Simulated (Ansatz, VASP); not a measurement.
**PbO: VASP beside Ansatz**

```xyz
4
Lattice="3.9744 0.0000 0.0000 0.0000 3.9744 0.0000 0.0000 0.0000 5.0220" Properties=species:S:1:pos:R:3 pbc="T T T"
Pb    0.0000    1.9872    1.1851
Pb    1.9872    0.0000    3.8369
O     0.0000    0.0000    0.0000
O     1.9872    1.9872    0.0000
```

Alike in both runs: functional r2SCAN; k mesh 8 × 8 × 7; occupations fermi-dirac, width 0.01 eV; no spin polarisation.

Ansatz relaxed the structure, and its values are those at the end. VASP's run is a single point on that final structure, the one shown.

```csv
,VASP,Ansatz
version,VASP 6.6.1,Ansatz 0.2.0
potentials or method,"VASP PAW PBE potentials, release 64 (Pb_d, O)","plane-wave PAW, scalar-relativistic"
plane-wave cutoff (eV),520,500
valence electrons in the cell,40,40
```

```tsv
	VASP	Ansatz	Ansatz less VASP
gap on the k mesh at the Fermi level (eV)	1.54	1.53	-0.001
pressure (GPa)	1.8	1.3	-0.51
rms of the force components (eV/Å)	0.046	0.000	-0.0457
```

VASP's potentials were made for PBE, not for r2SCAN. Ansatz's warnings: stress scf threshold loose.

Neither program's run includes spin-orbit coupling.
